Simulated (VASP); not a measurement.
The system is TePb.

```
CELL_PARAMETERS angstrom
0.00000 3.23100 3.23100
3.23100 0.00000 3.23100
3.23100 3.23100 0.00000
ATOMIC_POSITIONS crystal
Te 0.50000 0.50000 0.50000
Pb 0.00000 0.00000 0.00000
```

Base run:

```yaml
Program: VASP 6.6.1
Functional: PBEsol
Dispersion: D3(BJ)
Potentials_or_basis: VASP PAW PBE potentials, release 64 (Te, Pb_d)
Cutoff: 500 eV
k_mesh: 5 × 5 × 5
Occupations: gaussian, width 0.01 eV
Spin: no spin polarisation
```

Its results: pressure -2.4 GPa.

**Question.** The run is repeated on the same cell with these changes: dispersion from D3(BJ) to none. What comes out?

**Answer.** Pressure -0.4 GPa.

Dispersion adds attraction, which lowers the pressure at fixed volume and, as a term added to the energy, leaves the levels alone.

Caveats: the PAW data sets were made with another functional, which shifts forces and pressure a little; spin-orbit coupling is left out, which moves the levels of the heavy elements.
